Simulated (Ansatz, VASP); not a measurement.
BAs: VASP beside Ansatz

INCAR

```
ALGO = Normal
EDIFF = 1E-7
ENCUT = 520
GGA = RP
ISIF = 2
ISMEAR = -1
IVDW = 13
LASPH = True
LCHARG = False
LREAL = False
LWAVE = False
NBANDS = 11
NELM = 100
PREC = Accurate
SIGMA = 0.05
```

KPOINTS

```
k-points
0
Gamma
  10 10 10
```

The input POSCAR:

```
BAs
1.0
    0.0000000000      2.3724693156      2.3724693156
    2.3724693156      0.0000000000      2.3724693156
    2.3724693156      2.3724693156      0.0000000000
As B
1 1
Direct
    0.7500000000      0.7500000000      0.7500000000
    0.0000000000      0.0000000000      0.0000000000
```

input.yaml

```yaml
crystal:
  lattice:
    - [0.0, 2.3724693156, 2.3724693156]
    - [2.3724693156, 0.0, 2.3724693156]
    - [2.3724693156, 2.3724693156, 0.0]
  atoms:
    - { symbol: As, position: [0.75, 0.75, 0.75] }
    - { symbol: B, position: [0.0, 0.0, 0.0] }
hamiltonian:
  xc: rpbe
  pseudopotentials: { kind: paw }
  dispersion: d4
kpoints:
  mp_grid: { grid: [10, 10, 10] }
scf:
  occupations: { method: fermi_dirac, width: 0.05 }
output:
  forces: true
  stress: true
  eigenvalues: true
  write_density: true
  write_potential: true
  elf: true
  volumetric_format: npy
```

Alike in both runs: task single point; functional RPBE; dispersion D4; k mesh 10 × 10 × 10; occupations fermi-dirac, width 0.05 eV; no spin polarisation.

```csv
,VASP,Ansatz
version,VASP 6.6.1,Ansatz 0.2.0
potentials or method,"VASP PAW PBE potentials, release 64 (As, B)",Ansatz PAW
plane-wave cutoff (eV),520,420
valence electrons in the cell,8,18
```

```tsv
	VASP	Ansatz	Ansatz less VASP
gap on the k mesh at the Fermi level (eV)	1.18	1.19	+0.011
least direct gap on the mesh (eV)	3.30	3.31	+0.007
pressure (GPa)	-1.4	-2.1	-0.64
```

VASP's potentials were made for PBE, not for RPBE. VASP's potentials hold 8 valence electrons a cell and Ansatz's 18, so a difference there can come from the potentials and not from the codes.
